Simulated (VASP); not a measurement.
Wanted: the native input for a VASP 6.6.1 run.

- Task: single point
- Functional: PBE
- Potentials or basis: VASP PAW PBE potentials, release 64 (Ta_pv, Ru_pv)
- Cutoff: 520 eV
- k mesh: 12 × 12 × 4
- Occupations: gaussian, width 0.1 eV
- Spin: no spin polarisation
- Dipole correction: no
- Further INCAR settings: ALGO = Fast; EDIFF = 1e-06; NBANDS = 45

The structure of Ta2Ru lies in POSCAR:

```
Ta2Ru
1.0
    2.9165237961      0.0000000000      0.0000000000
   -1.4582618981      2.5257836982      0.0000000000
    0.0000000000      0.0000000000     13.7696173258
Ta Ru
4 2
Direct
    0.3333333333      0.6666666667      0.5916537722
    0.6666666667      0.3333333333      0.0916537722
    0.3333333333      0.6666666667      0.9083462278
    0.6666666667      0.3333333333      0.4083462278
    0.3333333333      0.6666666667      0.2500000000
    0.6666666667      0.3333333333      0.7500000000
```

The input as run:

INCAR

```
SYSTEM = Ta2Ru
ALGO = Fast
EDIFF = 1E-6
ENCUT = 520
GGA = PE
ISIF = 2
ISMEAR = 0
LASPH = .True.
LCHARG = .True.
LELF = .True.
LREAL = .False.
LVHAR = .True.
LWAVE = .False.
NBANDS = 45
NELM = 80
PREC = Accurate
SIGMA = 0.1
```

KPOINTS

```
k-points
0
Gamma
  12 12 4
  0 0 0
```

Potentials or basis: VASP PAW PBE potentials, release 64 (Ta_pv, Ru_pv).

Launch:

```console
$ cat potpaw_PBE.64/Ta_pv/POTCAR potpaw_PBE.64/Ru_pv/POTCAR > POTCAR
$ mpirun -np 1 vasp_std > vasp.out
```

It gave:

```json
{
 "Pressure": "0.1 GPa",
 "Largest force": "0.010 eV/Å",
 "Band gap on the k mesh": "zero (band 36 reaches 8.49 eV, above the bottom of band 37 at 7.06 eV)"
}
```

Caveat: spin-orbit coupling is left out, which moves the levels of the heavy elements.

It took 2.6 min on 1 thread of Intel(R) Xeon(R) 6975P-C (Granite Rapids) (shared host), peak memory 0.37 GiB.
